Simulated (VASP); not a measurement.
Wanted: the native input for a VASP 6.6.1 run.

| Property | Result |
| --- | --- |
| Task | single point |
| Functional | PBEsol |
| Potentials or basis | VASP PAW PBE potentials, release 64 (W_sv, C, F) |
| Cutoff | 520 eV |
| k mesh | 3 × 3 × 1 |
| Occupations | fermi-dirac, width 0.05 eV |
| Spin | no spin polarisation |
| Dipole correction | no |
| Further INCAR settings | LREAL = Auto; ALGO = Normal; EDIFF = 1e-06; NBANDS = 94 |

The structure of W4C4F lies in POSCAR:

```
W4C4F
1.0
    5.7990000000      0.0000000000      0.0000000000
   -2.8995000000      5.0220810000      0.0000000000
    0.0000000000      0.0000000000     17.2453000000
W C F
8 8 2
Direct
    0.0000000000      0.0000000000      0.0579868138
   -0.0026303688      0.0073276397      0.2098658765
   -0.0000126544      0.4999919356      0.0579868138
   -0.0010650971      0.4931620975      0.2178912515
    0.5000000000      0.0000000000      0.0579868138
    0.5062239871      0.0074471121      0.2175955188
    0.5000045900      0.4999919356      0.0579868138
    0.5120428720      0.5046513587      0.2128463987
    0.3363972395      0.1641550584      0.1351208735
    0.4809828787      0.3282702927      0.3168631453
    0.3287886978      0.6702002616      0.1332594968
    0.1259147708      0.1895429405      0.3219659849
    0.8249896355      0.1700689415      0.1383855311
    0.8220348848      0.2130989126      0.2968866880
    0.8436751572      0.6754172225      0.1321809421
    0.7750803662      0.5300193286      0.3061181887
    1.1181347237      0.8845536342      0.3379761442
    1.6699094455      0.9738592428      0.3435660731
```

One way to write it, as run:

INCAR

```
SYSTEM = W4C4F
PREC = Accurate
ENCUT = 520
EDIFF = 1E-6
ISMEAR = -1
SIGMA = 0.05
LREAL = Auto
LASPH = .TRUE.
NELM = 60
ALGO = Normal
ISIF = 2
LWAVE = .FALSE.
LCHARG = .FALSE.
GGA = PS
NBANDS = 94
```

KPOINTS

```
Automatic mesh
0
G
  3 3 1
  0 0 0
```

Potentials or basis: VASP PAW PBE potentials, release 64 (W_sv, C, F).

Launch:

```sh
$ cat potpaw_PBE.64/W_sv/POTCAR potpaw_PBE.64/C/POTCAR potpaw_PBE.64/F/POTCAR > POTCAR
$ mpirun -np 1 vasp_std > vasp.out
```

Results of the run:

```
Largest force          : 4.919 eV/Å
Band gap on the k mesh : zero (bands 79 and 80 overlap by 0.45 eV)
```

Caveat: the k points lie up to 0.42 Å⁻¹ apart; there is no dipole correction, which matters where the two faces differ; the PAW data sets were made with another functional, which shifts forces and pressure a little; spin-orbit coupling is left out, which moves the levels of the heavy elements.

Wall time 13 min on 1 thread of Intel(R) Xeon(R) Platinum 8488C (Sapphire Rapids), with other jobs on the host, peak memory 0.68 GiB.
